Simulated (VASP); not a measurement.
Input of a VASP 6.6.1 run:

Contents of INCAR:

```
SYSTEM = Ba
PREC = Accurate
ENCUT = 520
EDIFF = 1E-6
ISMEAR = -1
SIGMA = 0.1
LREAL = .False.
LASPH = .True.
NELM = 100
ALGO = Normal
ISIF = 2
LWAVE = .False.
LCHARG = .False.
GGA = PE
NBANDS = 11
```

Contents of KPOINTS:

```
Automatic mesh
0
Gamma
  5 5 5
  0 0 0
```

Contents of POSCAR:

```
Ba
1.0
   -2.4986240000      2.4986240000      2.4986240000
    2.4986240000     -2.4986240000      2.4986240000
    2.4986240000      2.4986240000     -2.4986240000
Ba
1
Direct
    0.0000000000      0.0000000000      0.0000000000
```

Potentials or basis: VASP PAW PBE potentials, release 64 (Ba_sv).

Command:

```console
$ cat potpaw_PBE.64/Ba_sv/POTCAR > POTCAR
$ mpirun -np 1 vasp_std > vasp.out
```

**Question.** Predict the band gap on the k mesh.

**Answer.** Zero (band 5 reaches 1.87 eV, above the bottom of band 6 at 1.33 eV).

**Question.** What does it give for the pressure?

**Answer.** 0.1 GPa.

Caveat: spin-orbit coupling is left out, which moves the levels of the heavy elements.
